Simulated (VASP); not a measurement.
# AlN: single point with PBEsol

Crystal: AlN.

```
CELL_PARAMETERS angstrom
-3.11356 0.00000 0.00000
-1.55678 -2.69642 0.00000
-0.38919 -0.67411 13.16670
ATOMIC_POSITIONS crystal
Al 0.33333 0.16216 0.68468
Al 0.33333 0.25678 0.30620
Al 0.66667 0.63743 0.11695
Al 0.66667 0.54281 0.49544
N 0.33333 0.31526 0.07229
N 0.33333 0.22064 0.45077
N 0.66667 0.60128 0.26153
N 0.66667 0.50666 0.64001
```

This cell differs from its parent crystal: the part above a cut slid along it.

```json
{
  "Program": "VASP 6.6.1",
  "Task": "single point",
  "Functional": "PBEsol",
  "Potentials or basis": "VASP PAW PBE potentials, release 64 (Al, N)",
  "Cutoff": "520 eV",
  "k mesh": "8 × 8 × 3",
  "Occupations": "gaussian, width 0.05 eV",
  "Spin": "no spin polarisation"
}
```

```json
{
 "Pressure": "-1.2 GPa",
 "Largest force": "2.052 eV/Å",
 "Band gap on the k mesh": "zero (bands 16 and 17 overlap by 0.20 eV)"
}
```

Forces in eV/Å, atoms in the order of the input:
```
Al  -0.001 -0.002 -0.318
Al   0.000  0.000 -1.313
Al   0.000  0.000 -2.052
Al   0.000  0.000 -1.388
N    0.001  0.002  1.534
N    0.000  0.000  1.205
N    0.000  0.000  1.345
N   -0.001  0.000  0.987
```

Stress tensor (GPa, compression positive):
```
-1.67  0.00  0.01
 0.00 -1.68  0.01
 0.01  0.01 -0.31
```

Levels at points of the mesh, in eV from the Fermi level:
| k point | band 12 | band 13 | band 14 | band 15 | band 16 | band 17 | band 18 | band 19 | band 20 | band 21 |
| --- | --- | --- | --- | --- | --- | --- | --- | --- | --- | --- |
| (0.00, 0.00, 0.00) | -1.48 | -1.48 | -0.87 | -0.64 | 0.12 | 0.12 | 3.15 | 3.90 | 4.97 | 6.30 |
| (0.50, 0.00, 0.00) | -3.49 | -2.49 | -2.35 | -0.65 | -0.16 | 0.76 | 2.26 | 3.63 | 4.27 | 5.31 |
| (0.00, 0.50, 0.00) | -3.49 | -2.49 | -2.35 | -0.65 | -0.16 | 0.76 | 2.26 | 3.62 | 4.27 | 5.31 |
| (0.50, 0.50, 0.00) | -3.49 | -2.49 | -2.35 | -0.65 | -0.16 | 0.76 | 2.25 | 3.63 | 4.28 | 5.37 |

Run time: 3.6 min on 1 thread of AMD EPYC 9R45 (Zen 5), with other jobs on the host, peak memory 0.32 GiB.

Caveat: the cell differs from its parent crystal (the part above a cut slid along it); semilocal functionals underestimate gaps, and a narrow one can read as zero; the PAW data sets were made with another functional, which shifts forces and pressure a little.
